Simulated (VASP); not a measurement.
# CuI (R-3m) in VASP: relaxation of cell and atoms with PBEsol

Aim: the relaxation of cell and atoms of CuI with PBEsol.

All numbers are computed with VASP 6.6.1; they aren't measurements. Logs are shortened: lines on timing, memory, paths and dates and some standing lists are left out, and cuts for length are marked.

### 1 The cell of the first run

The structure is trigonal, space group R-3m (No. 166). The conventional cell has a = 4.155 Å, b = 4.155 Å, c = 20.480 Å, α = 90.00°, β = 90.00°, γ = 120.00°. Cu (site symmetry 3m) has 4 I at 2.52 to 2.65 Å and 3 Cu at 2.85 Å within 3.3 Å. I (site symmetry -3m) has 2 Cu at 2.65 Å within 3.5 Å. Within 3.3 Å of I (site symmetry -3m) lie 6 Cu at 2.52 Å.

### 2 Relaxation of cell and atoms, PBEsol, target pressure 20 GPa, at which the enthalpy is minimised

The input, INCAR:

```
PREC = Accurate
ENCUT = 600
EDIFF = 1E-7
ISMEAR = 0
SIGMA = 0.01
LREAL = F
LASPH = T
NELM = 120
ALGO = Normal
ISIF = 3
LWAVE = F
LCHARG = F
GGA = PS
IBRION = 2
NSW = 50
EDIFFG = -0.01
PSTRESS = 200.0
GGA_COMPAT = F
NELMIN = 4
```

The input, KPOINTS:

```
Automatic mesh
0
Gamma
  6 6 6
```

The input, POSCAR:

```
CuI
1.0
    7.2358860000      0.0000000000      0.0000000000
    6.0429411035      3.9800639472      0.0000000000
    6.0429411035      1.8112512373      3.5440482473
Cu I
2 2
Direct
    0.1293000000      0.1293000000      0.1293000000
    0.8707000000      0.8707000000      0.8707000000
    0.0000000000      0.0000000000      0.0000000000
    0.5000000000      0.5000000000      0.5000000000
```

Potentials or basis: VASP PAW PBE potentials, release 64 (Cu, I).

The run is started by

```sh
cat potpaw_PBE.64/Cu/POTCAR potpaw_PBE.64/I/POTCAR > POTCAR
mpirun -np 1 vasp_std > vasp.out
```

OUTCAR:

```text
PREC = Accurate
   ENCUT = 600
   EDIFF = 1E-7
   ISMEAR = 0
   LREAL = F
   LASPH = T
   NELM = 120
   ISIF = 3
   GGA = PS
   IBRION = 2
   NSW = 50
   EDIFFG = -0.01
   PSTRESS = 200.0
   NELMIN = 4

 ion  position               nearest neighbor table
   1  0.129  0.129  0.129-   4 2.52   4 2.52   4 2.52   3 2.65
   2  0.871  0.871  0.871-   4 2.52   4 2.52   4 2.52   3 2.65
   3  0.000  0.000  0.000-   1 2.65   2 2.65
   4  0.500  0.500  0.500-   1 2.52   2 2.52   2 2.52   1 2.52   1 2.52   2 2.52

  LATTYP: Found a trigonal (rhomboedric) cell.
 ALAT       =     7.2358859999
 COS(alpha) =     0.8351349238

  Lattice vectors:

 A1 = (   7.2358860000,   0.0000000000,   0.0000000000)
 A2 = (   6.0429411035,   3.9800639472,   0.0000000000)
 A3 = (   6.0429411035,   1.8112512373,   3.5440482473)

Analysis of symmetry for initial positions (statically):
=====================================================================
 Subroutine PRICEL returns:
 Original cell was already a primitive cell.

 Routine SETGRP: Setting up the symmetry group for a
 trigonal (rhombohedral) supercell.

 Subroutine GETGRP returns: Found 12 space group operations
 (whereof 12 operations were pure point group operations)
 out of a pool of 12 trial point group operations.

The static configuration has the point symmetry D_3d.

Analysis of symmetry for dynamics (positions and initial velocities):
=====================================================================
 Subroutine PRICEL returns:
 Original cell was already a primitive cell.

 Routine SETGRP: Setting up the symmetry group for a
 trigonal (rhombohedral) supercell.

 Subroutine GETGRP returns: Found 12 space group operations
 (whereof 12 operations were pure point group operations)
 out of a pool of 12 trial point group operations.

The dynamic configuration has the point symmetry D_3d.

 Subroutine INISYM returns: Found 12 space group operations
 (whereof 12 operations are pure point group operations),
 and found     1 'primitive' translations

----------------------------------------------------------------------------------------

                                     Primitive cell

  volume of cell :     102.0661

  direct lattice vectors                    reciprocal lattice vectors
     7.235886000  0.000000000  0.000000000     0.138200077 -0.209829524 -0.128407095
     6.042941103  3.980063947  0.000000000     0.000000000  0.251252245 -0.128407095
     6.042941103  1.811251237  3.544048247     0.000000000  0.000000000  0.282163202

  length of vectors
     7.235886000  7.235886000  7.235886000     0.282163202  0.282163202  0.282163202

  position of ions in fractional coordinates (direct lattice)
     0.129300000  0.129300000  0.129300000
     0.870700000  0.870700000  0.870700000
     0.000000000  0.000000000  0.000000000
     0.500000000  0.500000000  0.500000000

  ion indices of the primitive-cell ions
   primitive index   ion index
                 1           1
                 2           2
                 3           3
                 4           4

----------------------------------------------------------------------------------------

 KPOINTS: Automatic mesh

Automatic generation of k-mesh.
 Grid dimensions read from file:
 generate k-points for:    6    6    6

 Generating k-lattice:

  Cartesian coordinates                     Fractional coordinates (reciprocal lattice)
     0.023033346 -0.034971587 -0.021401182     0.166666667  0.000000000  0.000000000
     0.000000000  0.041875374 -0.021401182     0.000000000  0.166666667  0.000000000
     0.000000000  0.000000000  0.047027200     0.000000000  0.000000000  0.166666667

  Length of vectors
     0.047027200  0.047027200  0.047027200

  Shift w.r.t. Gamma in fractional coordinates (k-lattice)
     0.000000000  0.000000000  0.000000000

 Subroutine IBZKPT returns following result:
 ===========================================

 Found     32 irreducible k-points:

 Following reciprocal coordinates:
            Coordinates               Weight
  0.000000  0.000000  0.000000      1.000000
  0.166667  0.000000  0.000000      6.000000
  0.333333  0.000000  0.000000      6.000000
  0.500000  0.000000  0.000000      3.000000
  0.166667  0.166667  0.000000      6.000000
  0.333333  0.166667  0.000000     12.000000
[... 16 lines left out ...]
  0.500000  0.500000  0.166667      6.000000
 -0.333333  0.500000  0.166667     12.000000
 [... further k-points ...]
   k-points           NKPTS =     32   k-points in BZ     NKDIM =     32   number of bands    NBANDS=     22
   number of dos      NEDOS =    301   number of ions     NIONS =      4
   total plane-waves  NPLWV = 216000
   dimension x,y,z NGX =    60 NGY =   60 NGZ =   60
   dimension x,y,z NGXF=   120 NGYF=  120 NGZF=  120
   ions per type =               2   2
   NGX,Y,Z   is equivalent  to a cutoff of  13.79, 13.79, 13.79 a.u.
   NGXF,Y,Z  is equivalent  to a cutoff of  27.57, 27.57, 27.57 a.u.
 SYSTEM =  unknown system
   PREC   = accura    normal or accurate (medium, high low for compatibility)
   ISTART =      0    job   : 0-new  1-cont  2-samecut
   ICHARG =      2    charge: 1-file 2-atom 10-const
   ISPIN  =      1    spin polarized calculation?
   LNONCOLLINEAR =      F non collinear calculations
   LSORBIT =      F    spin-orbit coupling
   LASPH  =      T    aspherical Exc in radial PAW
   ENCUT  =  600.0 eV  44.10 Ry    6.64 a.u.  14.45 14.45 14.45*2*pi/ulx,y,z
   NELM   =    120;   NELMIN=  4; NELMDL= -5     # of ELM steps
   EDIFF  = 0.1E-06   stopping-criterion for ELM
   LREAL  =      F    real-space projection
   EDIFFG = -.1E-01   stopping-criterion for IOM
   NSW    =     50    number of steps for IOM
   IBRION =      2    ionic relax: 0-MD 1-quasi-New 2-CG
   NFREE  =      1    steps in history (QN), initial steepest desc. (CG)
   ISIF   =      3    stress and relaxation
   ISYM   =      2    0-nonsym 1-usesym 2-fastsym
   POTIM  = 0.5000    time-step for ionic-motion
   TEBEG  =    0.0;   TEEND  =   0.0 temperature during run
   PSTRESS=  200.0 pullay stress
   NELECT =      36.0000    total number of electrons
   NUPDOWN=      -1.0000    fix difference up-down
   EMIN   =  10.00;   EMAX   =-10.00  energy-range for DOS
   EFERMI =   0.00;   METHOD = LEGACY
   ISMEAR =     0;   SIGMA  =   0.01  broadening in eV -4-tet -1-fermi 0-gaus
   EFERMI_NEDOS =   21; number of points for ismear=-14 and -15
   IALGO  =     38    algorithm
   IMIX   =      4    mixing-type and parameters
     AMIX     =   0.40;   BMIX     =  1.00
     AMIX_MAG =   1.60;   BMIX_MAG =  1.00
  volume/ion in A,a.u.               =      25.52       172.19
  Fermi-wavevector in a.u.,A,eV,Ry     =   1.156685  2.185818 18.203517  1.337921
  Thomas-Fermi vector in A             =   2.293303
   LORBIT       =      0    0 simple, 1 ext, 2 COOP (PROOUT), +10 PAW based schemes
   GGA     = PS    functional components
   LHFCALC =     F    Hartree Fock is set to
   AEXX    =    0.0000 exact exchange contribution
   IVDW    =     0    specifies the selected vdW correction
   LEPSILON=     F    determine dielectric tensor
   LRPA    =     F    only Hartree local field effects (RPA)
 conjugate gradient relaxation of ions
 non-spin polarized calculation
 Gauss-broadening in eV      SIGMA  =   0.01
  energy-cutoff  :      600.00
  volume of cell :      102.07
 maximum number of plane-waves:      3433
 NGX is ok and might be reduce to    60
   NGX = 29   NGY = 29   NGZ = 29

--------------------------------------- Ionic step        1  -------------------------------------------

 number of electron      36.0000007 magnetization

 Free energy of the ion-electron system (eV)
  ---------------------------------------------------
  ext. energy  EPLUGINS =         0.00000000
  ---------------------------------------------------
  free energy    TOTEN  =       -11.29321426 eV

  energy without entropy =      -11.29313104  energy(sigma->0) =      -11.29317265

 E-fermi :   4.9988     XC(G=0):  -9.5265

 val. band max:        4.9940085437   @ k =   0.1667   0.1667   0.1667
 cond. band min:       5.0845165884   @ k =   0.0000   0.0000   0.0000
 fundamental gap:      0.0905080448
 Fermi energy:         4.9987779064

 k-point     1 :       0.0000    0.0000    0.0000
  band No.  band energies     occupation
      1     -10.7542      2.00000
      2      -7.0957      2.00000
      3      -1.2079      2.00000
      4      -1.1946      2.00000
      5      -1.1946      2.00000
      6       0.8228      2.00000
[... 574 lines left out ...]
      6       0.9724      2.00000
[... 14 lines left out ...]
     21       9.2913      0.00000
     22      10.2978      0.00000

 [... further k-points ...]

------------------------ aborting loop because EDIFF is reached ----------------------------------------

  FORCE on cell =-STRESS in cart. coord.  units (eV):
  Direction    XX          YY          ZZ          XY          YZ          ZX
  --------------------------------------------------------------------------------------
  -------------------------------------------------------------------------------------
  Total       -1.4819158      3.9625680      4.2987158     -1.7929509     -0.3288677     -1.0972127
  in kB      -23.2623041     62.2022247     67.4788885    -28.1447630     -5.1623846    -17.2234449
  external PRESSURE =    -164.5270636 kB  Pullay stress =     200.0000000 kB
[... 25 lines left out ...]
  enthalpy is  TOTEN    =         1.4477062045 eV   P V=       12.7409204679

--------------------------------------- Ionic step        2  -------------------------------------------

 number of electron      36.0000000 magnetization

 E-fermi :  11.2543     XC(G=0): -11.5397

 val. band max:       11.1910069888   @ k =   0.0000   0.0000   0.0000
 cond. band min:      11.5587520219   @ k =   0.0000   0.0000   0.0000
 fundamental gap:      0.3677450332
 Fermi energy:        11.2542591247

 k-point     1 :       0.0000    0.0000    0.0000
  band No.  band energies     occupation
      1      -7.4653      2.00000
      2      -3.6187      2.00000
      3       1.7454      2.00000
      4       2.1585      2.00000
      5       2.1585      2.00000
      6       3.6594      2.00000
[... 574 lines left out ...]
      6       3.8076      2.00000
[... 14 lines left out ...]
     21      14.9423      0.00000
     22      16.8204      0.00000

 [... further k-points ...]

------------------------ aborting loop because EDIFF is reached ----------------------------------------

  FORCE on cell =-STRESS in cart. coord.  units (eV):
  Direction    XX          YY          ZZ          XY          YZ          ZX
  --------------------------------------------------------------------------------------
  -------------------------------------------------------------------------------------
  Total       35.2352150     27.8691274     27.4143379      2.4257641      0.4449399      1.4844685
  in kB      832.0626834    658.1160618    647.3764270     57.2832554     10.5070415     35.0550116
  external PRESSURE =     512.5183907 kB  Pullay stress =     200.0000000 kB
[... 265 lines left out ...]
  enthalpy is  TOTEN    =         0.2348480060 eV   P V=       10.7545114311

--------------------------------------- Ionic step        9  -------------------------------------------

 number of electron      36.0000004 magnetization

 Free energy of the ion-electron system (eV)
  ---------------------------------------------------
  ext. energy  EPLUGINS =         0.00000000
  ---------------------------------------------------
  free energy    TOTEN  =       -10.44642782 eV

  energy without entropy =      -10.44637490  energy(sigma->0) =      -10.44640136

 E-fermi :   7.2555     XC(G=0): -10.3704

 val. band max:        7.2554675060   @ k =   0.0000   0.0000   0.0000
 cond. band min:       7.5529942586   @ k =   0.1667   0.1667   0.1667
 fundamental gap:      0.2975267526
 Fermi energy:         7.2554981457

 k-point     1 :       0.0000    0.0000    0.0000
  band No.  band energies     occupation
      1      -9.2620      2.00000
      2      -5.8855      2.00000
      3      -0.0024      2.00000
      4       0.2810      2.00000
      5       0.2810      2.00000
      6       1.8719      2.00000
[... 574 lines left out ...]
      6       1.9256      2.00000
[... 14 lines left out ...]
     21      11.5420      0.00000
     22      13.0646      0.00000

 [... further k-points ...]

------------------------ aborting loop because EDIFF is reached ----------------------------------------

  FORCE on cell =-STRESS in cart. coord.  units (eV):
  Direction    XX          YY          ZZ          XY          YZ          ZX
  --------------------------------------------------------------------------------------
  -------------------------------------------------------------------------------------
  Total       10.6435613     10.7037323     10.7074473     -0.0198152     -0.0036346     -0.0121261
  in kB      199.3272388    200.4540910    200.5236639     -0.3710895     -0.0680662     -0.2270916
  external PRESSURE =       0.1016645 kB  Pullay stress =     200.0000000 kB
[... 19 lines left out ...]
  FREE ENERGIE OF THE ION-ELECTRON SYSTEM (eV)
  ---------------------------------------------------
  free  energy   TOTEN  =       -10.4464278226 eV

  energy  without entropy=      -10.4463749027  energy(sigma->0) =      -10.44640136

  enthalpy is  TOTEN    =         0.2330572172 eV   P V=       10.6794850397

 reached required accuracy - stopping structural energy minimisation
```

Run time: 22 min. Hardware: 1 thread of Intel Xeon Platinum 8375C at 2.90GHz (Ice Lake), shared host; peak memory 0.6 GiB.

Results:

```yaml
Free_energy: -10.4464 eV
Relaxed_volume: 21.39 Å³/atom
Relaxed_cell: a = 6.579 Å, b = 6.579 Å, c = 6.579 Å, α = 35.44°, β = 35.44°, γ = 35.44°
Space_group_after_relaxing_to_0.1_Å: R-3m (No. 166)
Energy_change_on_relaxing_the_run_minimises_the_enthalpy: +211.7 meV/atom
Ionic_steps: 9
Pressure_after_relaxing: 20.0 GPa
Band_gap_on_the_k_mesh: zero (filled and empty bands touch)
```

Forces on the atoms (eV/Å):
```
Cu   0.002  0.001  0.000
Cu  -0.002 -0.001  0.000
I    0.000  0.000  0.000
I    0.000  0.000  0.000
```

Stress tensor (GPa, compression positive):
```
19.93 -0.04 -0.02
-0.04 20.05 -0.01
-0.02 -0.01 20.05
```

Step by step:
```tsv
step	energy change (eV)	largest force (eV/Å)	pressure (GPa)	volume (Å³)
1	0.0000	0.9448	3.55	102.07
2	5.4536	1.7994	71.25	67.85
3	0.8919	0.6923	19.79	85.60
4	0.9715	0.6625	20.85	84.92
5	1.0112	0.6470	21.33	84.60
6	0.9008	0.5724	20.75	85.33
7	0.9130	0.0224	20.84	85.03
8	0.7736	0.0212	19.07	86.15
9	0.8468	0.0025	20.01	85.55
```

Final structure:
```
Cu I
1.0
     6.57730   -0.11906   -0.07286
     5.42744    3.71724   -0.07286
     5.42744    1.62677    3.34317
Cu I
2 2
Direct
  0.12764 0.12764 0.12764
  0.87236 0.87236 0.87236
  0.00000 0.00000 0.00000
  0.50000 0.50000 0.50000
```

Caveat: the cell is relaxed towards a set pressure, so the run minimises the enthalpy, not the energy; the volume moved by over 15 % at a fixed basis, so the end points are rough; semilocal functionals underestimate gaps, and a narrow one can read as zero; the PAW data sets were made with another functional, which shifts forces and pressure a little; spin-orbit coupling is left out, which moves the levels of the heavy elements.

The gap in the log of VASP goes by the Fermi energy; the results here count the filled bands.